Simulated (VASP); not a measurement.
Set up this calculation in VASP 6.6.1, as the native input.

* Task: relaxation of cell and atoms
* Functional: PBE
* Potentials or basis: VASP PAW PBE potentials, release 64 (Si, As)
* Cutoff: 600 eV
* k mesh: 3 × 3 × 4
* Occupations: gaussian, width 0.1 eV
* Spin: no spin polarisation
* Dipole correction: no
* Further INCAR settings: ALGO = Normal; EDIFF = 1e-06; IBRION = 2; EDIFFG = -0.04; NSW = 90; ISIF = 3

The structure of SiAs5 lies in POSCAR:

```
SiAs5
1.0
    5.7817678200      0.0000000000      0.0000000000
   -2.8908839100      5.0071578100      0.0000000000
    0.0000000000      0.0000000000      4.8201201000
Si As
1 5
Direct
    0.0000000000      0.0000000000      0.0000000000
    0.5000000000      0.0000000000      0.5000000000
    0.5000000000      0.5000000000      0.5000000000
    0.0000000000      0.5000000000      0.5000000000
    0.3333333300      0.6666666700      0.0000000000
    0.6666666700      0.3333333300      0.0000000000
```

One way to write it, as run:

INCAR

```
PREC = Accurate ; ENCUT = 600
EDIFF = 1E-6 ; ISMEAR = 0
SIGMA = 0.1 ; LREAL = False
LASPH = True ; NELM = 60
ALGO = Normal ; ISIF = 3
LWAVE = False ; LCHARG = False
GGA = PE ; IBRION = 2
NSW = 90 ; EDIFFG = -0.04
```

KPOINTS

```
regular mesh
0
Gamma
  3 3 4
```

Potentials or basis: VASP PAW PBE potentials, release 64 (Si, As).

The run is started by

```console
$ cat potpaw_PBE.64/Si/POTCAR potpaw_PBE.64/As/POTCAR > POTCAR
$ mpirun -np 1 vasp_std > vasp.out
```

It gave:

```json
{
 "Relaxed volume": "21.04 Å³/atom",
 "Relaxed cell": "a = 5.187 Å, b = 5.187 Å, c = 5.418 Å, α = 90.00°, β = 90.00°, γ = 120.00°",
 "Space group after relaxing (to 0.05 Å)": "P6/mmm (No. 191)",
 "Energy gained by relaxing": "216.7 meV/atom",
 "Ionic steps": "9",
 "Pressure after relaxing": "0.0 GPa"
}
```

Caveat: the k points lie up to 0.47 Å⁻¹ apart in the final cell.

It took 4.3 min on 1 thread of Intel(R) Xeon(R) Platinum 8259CL CPU @ 2.50GHz (Skylake/Cascade Lake) (shared host), peak memory 0.31 GiB.
